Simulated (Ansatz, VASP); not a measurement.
## SrCl2 in VASP and in Ansatz

```xyz
3
Lattice="0.1812 3.5784 3.5784 3.5784 0.1812 3.5784 3.5784 3.5784 0.1812" Properties=species:S:1:pos:R:3 pbc="T T T"
Sr    0.0000    0.0000    0.0000
Cl    1.8345    1.8345    1.8345
Cl    5.5035    5.5035    5.5035
```

Alike in both runs: task single point; functional PBE; k mesh 6 × 6 × 6; occupations gaussian, width 0.05 eV; no spin polarisation.

|  | VASP | Ansatz |
| --- | --- | --- |
| version | VASP 6.6.1 | Ansatz 0.2.0 |
| potentials or method | VASP PAW PBE potentials, release 64 (Sr_sv, Cl), cutoff 520 eV | scalar-relativistic, plane waves, PAW |
| valence electrons in the cell | 24 | 24 |

VASP gave:

```
gap on the k mesh at the Fermi level (eV)                     : 5.36
least direct gap on the mesh (eV)                             : 5.53
pressure (GPa)                                                : 1.4
traceless stress, the component that is largest in VASP (GPa) : -0.55
rms of the force components (eV/Å)                            : 0.080
```

Estimate Ansatz's values.

gap on the k mesh at the Fermi level (eV): 5.36; least direct gap on the mesh (eV): 5.54; pressure (GPa): 1.4; traceless stress, the component that is largest in VASP (GPa): -0.53; rms of the force components (eV/Å): 0.076.

Atom by atom the forces differ by 0.004 eV/Å (rms over components). The functional is the same, so the differences come from potentials, cutoffs and numerics.
